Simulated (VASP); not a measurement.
# CoPdO2: single point with PBEsol

CoPdO2:

```
CELL_PARAMETERS angstrom
1.44117 0.83206 5.99723
-1.44117 0.83206 5.99723
0.00000 -1.66412 5.99723
ATOMIC_POSITIONS crystal
Pd 0.00000 0.00000 0.00000
Co 0.50000 0.50000 0.50000
O 0.11248 0.11248 0.11248
O 0.88752 0.88752 0.88752
```

| Item | Value |
| --- | --- |
| Program | VASP 6.6.1 |
| Task | single point |
| Functional | PBEsol |
| Potentials or basis | VASP PAW PBE potentials, release 64 (Pd, Co, O) |
| Cutoff | 520 eV |
| k mesh | 11 × 11 × 11 |
| Occupations | fermi-dirac, width 0.05 eV |
| Spin | collinear spin, ferromagnetic start |
| Starting moments | [0.0, 2.0, 0.0, 0.0] μB |

- Pressure: -14.2 GPa
- Largest force: 0.259 eV/Å
- Net moment: 0.00 μB per cell
- Valence electrons inside the program's atomic spheres: Pd 9.30; Co 8.32; O 4.95

Forces on the atoms (eV/Å):
```
Pd   0.000  0.000  0.000
Co   0.000  0.000  0.000
O    0.000  0.000  0.259
O    0.000  0.000 -0.259
```

Stress tensor (GPa, compression positive):
```
-13.15   0.00   0.00
  0.00 -13.15   0.00
  0.00   0.00 -16.37
```

Levels at points of the mesh, in eV from the Fermi level:
Spin up:
```csv
k point,band 13,band 14,band 15,band 16,band 17,band 18,band 19,band 20
"(0.00, 0.00, 0.00)",-1.47,-1.26,-1.26,-0.79,2.05,2.05,2.81,6.36
```
Spin down:
```
           k point  band 14  band 15  band 16  band 17  band 18  band 19
(0.00, 0.00, 0.00)    -1.26    -1.26    -0.79     2.05     2.05     2.81
```

Wall time 10 min on 1 thread of Intel(R) Xeon(R) 6975P-C (Granite Rapids), on a shared host, peak memory 0.6 GiB.

Caveat: the cell stands under tension; the PAW data sets were made with another functional, which shifts forces and pressure a little; semilocal functionals often make such compounds metallic where correlation or magnetic order opens a gap, which also shifts bond lengths. With open d or f shells a metallic result of PBEsol can be an artefact of self-interaction; +U or a hybrid may open a gap.
